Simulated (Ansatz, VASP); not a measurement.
One calculation of InO, two programs

INCAR

```
PREC     = Accurate       # precision mode
ENCUT    = 520            # plane-wave cutoff, eV
EDIFF    = 1E-7           # SCF threshold, eV
ISMEAR   = 0              # smearing method
SIGMA    = 0.03           # smearing width, eV
LREAL    = False          # projectors in reciprocal space
LASPH    = True           # aspherical terms in the spheres
NELM     = 60             # most SCF steps
ALGO     = Normal         # electronic algorithm
ISIF     = 2              # what is computed and relaxed
LWAVE    = False          # write WAVECAR
LCHARG   = False          # write CHGCAR
GGA      = PS             # functional
NBANDS   = 27             # bands
```

The input KPOINTS:

```
regular mesh
0
Gamma
  12 12 2
```

POSCAR

```
InO
1.0
    3.6262944914      0.0000000000      0.0000000000
   -1.8131472457      3.1404631511      0.0000000000
    0.0000000000      0.0000000000     15.0832450000
In O
2 2
Direct
    0.6666666667      0.3333333333      0.5900210000
    0.6666666667      0.3333333333      0.4099790000
    0.0000000000      0.0000000000      0.6398670000
    0.0000000000      0.0000000000      0.3601330000
```

Input for Ansatz:

```yaml
crystal:
  lattice:
    - [3.6262944914, 0.0, 0.0]
    - [-1.8131472457, 3.1404631511, 0.0]
    - [0.0, 0.0, 15.083245]
  atoms:
    - { symbol: In, position: [0.6666666667, 0.3333333333, 0.590021] }
    - { symbol: In, position: [0.6666666667, 0.3333333333, 0.409979] }
    - { symbol: O, position: [0.0, 0.0, 0.639867] }
    - { symbol: O, position: [0.0, 0.0, 0.360133] }
basis:
  ecutwfc: 420
kpoints:
  mp_grid: { grid: [12, 12, 2] }
hamiltonian:
  xc: pbesol
scf:
  occupations: { method: gaussian, width: 0.03 }
output:
  forces: true
  stress: true
  eigenvalues: true
```

Change from the starting cell: strain +0.050 along x and y, -0.050 along z, atoms carried along.

Alike in both runs: task single point; functional PBEsol; k mesh 12 × 12 × 2; occupations gaussian, width 0.03 eV; no spin polarisation.

|  | VASP | Ansatz |
| --- | --- | --- |
| version | VASP 6.6.1 | Ansatz 0.2.0 |
| potentials or method | VASP PAW PBE potentials, release 64 (In_d, O), cutoff 520 eV | scalar-relativistic, plane waves, PAW |
| valence electrons in the cell | 38 | 38 |

Ansatz gave:

```
gap on the k mesh at the Fermi level (eV) : 0.28
least direct gap on the mesh (eV)         : 0.76
rms of the force components (eV/Å)        : 0.546
```

Task: Which values does VASP return?

Result: gap on the k mesh at the Fermi level (eV): 0.26; least direct gap on the mesh (eV): 0.75; rms of the force components (eV/Å): 0.531.

VASP's potentials were made for PBE, not for PBEsol. Atom by atom the forces differ by 0.016 eV/Å (rms over components).
